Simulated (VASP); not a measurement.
A run of VASP 6.6.1:

The input POSCAR:

```
WS2
1.0
    3.1819286881      0.0000000000      0.0000000000
   -1.5909643441      2.7556310769      0.0000000000
    0.0000000000      0.0000000000     13.0608827127
W S
2 4
Direct
    0.3333333333      0.6666666667      0.2500000000
    0.6666666667      0.3333333333      0.7500000000
    0.3333333333      0.6666666667      0.6305920213
    0.6666666667      0.3333333333      0.1305920213
    0.3333333333      0.6666666667      0.8694079787
    0.6666666667      0.3333333333      0.3694079787
```

The input INCAR.step1:

```
PREC = Accurate
ENCUT = 520
ISMEAR = 0
SIGMA = 0.02
LREAL = F
LASPH = T
NELM = 100
NBANDS = 35
GGA = PE
ALGO = Normal
EDIFF = 1E-4
LWAVE = T
LCHARG = F
```

File INCAR.step2:

```
PREC = Accurate
ENCUT = 520
EDIFF = 1E-7
ISMEAR = 0
SIGMA = 0.02
LREAL = F
LASPH = T
NELM = 100
ALGO = Normal
ISIF = 2
LWAVE = F
LCHARG = F
METAGGA = R2SCAN
LMIXTAU = T
NBANDS = 35
ISTART = 1
```

KPOINTS

```
regular mesh
0
Gamma
  12 12 4
```

Potentials or basis: VASP PAW PBE potentials, release 64 (W_sv, S).

Run with:

```bash
$ cat potpaw_PBE.64/W_sv/POTCAR potpaw_PBE.64/S/POTCAR > POTCAR
$ cp INCAR.step1 INCAR
$ mpirun -np 1 vasp_std > vasp.out
$ cp INCAR.step2 INCAR
$ mpirun -np 1 vasp_std > vasp.out
```

Hardware: 1 thread of AMD EPYC 7R43 64-Core Processor (Zen 3) (shared host).

**Question.** How long does it take, and how much memory?

**Answer.** It took 18 min on 1 thread of AMD EPYC 7R43 64-Core Processor (Zen 3), on a shared host, peak memory 0.32 GiB. Counts: k points 57.
